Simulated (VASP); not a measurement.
Input of a VASP 6.6.1 run:

INCAR

```
PREC = Accurate
ENCUT = 520
EDIFF = 1E-7
ISMEAR = -1
SIGMA = 0.03
LREAL = False
LASPH = True
NELM = 100
ALGO = Normal
ISIF = 2
LWAVE = False
LCHARG = False
GGA = CA
NBANDS = 12
```

The input KPOINTS:

```
Automatic mesh
0
Gamma
  10 10 10
```

Contents of POSCAR:

```
LiF
1.0
    0.0000000000      2.0206910790      2.0206910790
    2.0206910790      0.0000000000      2.0206910790
    2.0206910790      2.0206910790      0.0000000000
Li F
1 1
Direct
    0.0000000000      0.0000000000      0.0000000000
    0.5000000000      0.5000000000      0.5000000000
```

Potentials or basis: VASP PAW LDA potentials, release 64 (Li_sv, F).

The run is started by

```bash
$ cat potpaw_LDA.64/Li_sv/POTCAR potpaw_LDA.64/F/POTCAR > POTCAR
$ mpirun -np 1 vasp_std > vasp.out
```

Task: What does it give for the band gap on the k mesh?

Result: 8.74 eV, direct.

 A k mesh can miss the band edges.
